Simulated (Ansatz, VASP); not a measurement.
# SnO2: VASP beside Ansatz

The input INCAR:

```
  ALGO = Normal
  EDIFF = 1E-6
  ENCUT = 520
  GGA = PE
  ISIF = 2
  ISMEAR = 0
  IVDW = 12
  LASPH = T
  LCHARG = F
  LREAL = F
  LWAVE = F
  NBANDS = 49
  NELM = 100
  PREC = Accurate
  SIGMA = 0.05
```

File KPOINTS:

```
k-points
0
Gamma
  9 9 2
```

POSCAR

```
SnO2
1.0
   -3.2372529198      0.0000000000      0.0000000000
   -1.6186264599     -2.8035432670      0.0000000000
   -3.8847035037     -2.2428346137     13.2254773976
Sn O
3 6
Direct
    0.2772652764      0.2772652764      0.4867517379
    0.8702081902     -0.1297918098      0.1622397622
   -0.3156776375     -0.3156776375      0.8112637135
    0.4769569513      0.4769569513      0.2371371442
    0.2910711236     -0.7089288764      0.8861610955
   -0.1159859626     -0.1159859626      0.5616491199
    0.0775736014      0.0775736014      0.7363663315
    0.6705165153     -0.3294834847      0.4118543559
    0.2634594291      0.2634594291      0.0873423802
```

Input for Ansatz:

```yaml
crystal:
  lattice:
    - [-3.2372529198, 0.0, 0.0]
    - [-1.6186264599, -2.803543267, 0.0]
    - [-3.8847035037, -2.2428346137, 13.2254773976]
  atoms:
    - { symbol: Sn, position: [0.2772652764, 0.2772652764, 0.4867517379] }
    - { symbol: Sn, position: [0.8702081902, -0.1297918098, 0.1622397622] }
    - { symbol: Sn, position: [-0.3156776375, -0.3156776375, 0.8112637135] }
    - { symbol: O, position: [0.4769569513, 0.4769569513, 0.2371371442] }
    - { symbol: O, position: [0.2910711236, -0.7089288764, 0.8861610955] }
    - { symbol: O, position: [-0.1159859626, -0.1159859626, 0.5616491199] }
    - { symbol: O, position: [0.0775736014, 0.0775736014, 0.7363663315] }
    - { symbol: O, position: [0.6705165153, -0.3294834847, 0.4118543559] }
    - { symbol: O, position: [0.2634594291, 0.2634594291, 0.0873423802] }
basis:
  ecutwfc: 520.0
kpoints:
  mp_grid: { grid: [9, 9, 2] }
hamiltonian:
  xc: pbe
  pseudopotentials: { kind: paw, azcp: { folder: soft_1 } }
  dispersion: d3bj
scf:
  occupations: { method: gaussian, width: 0.05 }
output:
  forces: true
  stress: true
  eigenvalues: true
```

Alike in both runs: task single point; functional PBE; dispersion D3(BJ); k mesh 9 × 9 × 2; occupations gaussian, width 0.05 eV; no spin polarisation.

```csv
,VASP,Ansatz
version,VASP 6.6.1,Ansatz 0.2.0
potentials or method,"VASP PAW PBE potentials, release 64 (Sn_d, O), cutoff 520 eV","scalar-relativistic, plane waves, PAW"
valence electrons in the cell,78,78
```

|  | VASP | Ansatz | Ansatz less VASP |
| --- | --- | --- | --- |
| gap on the k mesh at the Fermi level (eV) | 1.58 | 1.60 | +0.024 |
| least direct gap on the mesh (eV) | 1.63 | 1.65 | +0.018 |
| pressure (GPa) | 0.6 | 0.0 | -0.66 |
| traceless stress, the component that is largest in VASP (GPa) | 0.73 | 1.16 | +0.428 |
| rms of the force components (eV/Å) | 0.063 | 0.058 | -0.0051 |

Atom by atom the forces differ by 0.026 eV/Å (rms over components).
